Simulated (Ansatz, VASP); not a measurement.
**One calculation of ReHg2Sb2, two programs**

```
CELL_PARAMETERS angstrom
3.65635 0.00000 0.00000
0.00000 3.65635 0.00000
0.00000 0.00000 9.91696
ATOMIC_POSITIONS crystal
Re 0.00000 0.00000 0.00000
Hg 0.00000 0.50000 0.50000
Hg 0.50000 0.00000 0.50000
Sb 0.50000 0.50000 0.15276
Sb 0.50000 0.50000 0.84724
```

Change from the starting cell: species swapped into the CeMg2Si2 type (P4/mmm, No. 123).

Alike in both runs: functional PBE; k mesh 6 × 6 × 2; occupations gaussian, width 0.1 eV; no spin polarisation.

Ansatz relaxed the structure, and its values are those at the end. VASP's run is a single point on that final structure, the one shown.

|  | VASP | Ansatz |
| --- | --- | --- |
| version | VASP 6.6.1 | Ansatz 0.2.0 |
| potentials or method | VASP PAW PBE potentials, release 64 (Re, Hg, Sb), cutoff 520 eV | scalar-relativistic, plane waves, PAW |
| valence electrons in the cell | 41 | 85 |

Ansatz gave:

| Property | Result |
| --- | --- |
| gap on the k mesh at the Fermi level (eV) | none |
| pressure (GPa) | 0.1 |
| rms of the force components (eV/Å) | 0.004 |

Question: What did VASP give for the same quantities?

Answer: gap on the k mesh at the Fermi level (eV): none; pressure (GPa): 0.6; rms of the force components (eV/Å): 0.003.

A gap of «none» marks a metal or a gap that the smearing closes. VASP's potentials hold 41 valence electrons a cell and Ansatz's 85, so a difference there can come from the potentials and not from the codes.

Neither program's run includes spin-orbit coupling.
